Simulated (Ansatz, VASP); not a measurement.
## Ti2Cl in VASP and in Ansatz

```
Ti Cl
1.0
     3.10472    0.00000    0.00000
    -1.55236    2.68877    0.00000
     0.00000    0.00000   13.92006
Ti Cl
4 2
Direct
  0.00000 0.00000 0.75666
  0.00000 0.00000 0.24334
  0.33333 0.66667 0.08470
  0.66667 0.33333 0.91530
  0.33333 0.66667 0.63750
  0.66667 0.33333 0.36250
```

Alike in both runs: functional PBE; k mesh 6 × 6 × 2; occupations gaussian, width 0.2 eV; collinear spin.

Ansatz relaxed the structure, and its values are those at the end. VASP's run is a single point on that final structure, the one shown.

|  | VASP | Ansatz |
| --- | --- | --- |
| version | VASP 6.6.1 | Ansatz 0.2.0 |
| potentials or method | VASP PAW PBE potentials, release 64 (Ti_sv, Cl), cutoff 520 eV | scalar-relativistic, plane waves, PAW |
| valence electrons in the cell | 62 | 62 |

```csv
,VASP,Ansatz,Ansatz less VASP
gap on the k mesh at the Fermi level (eV),none,none,-
pressure (GPa),0.1,0.1,+0.08
rms of the force components (eV/Å),0.033,0.026,-0.0075
net moment per atom (μB),0.00,0.00,0.000
```

A gap of «none» marks a metal or a gap that the smearing closes. The functional is the same, so the differences come from potentials, cutoffs and numerics. Ansatz's warnings: seeded moment not kept.

The k mesh is coarse, so the values compare programs but aren't converged.
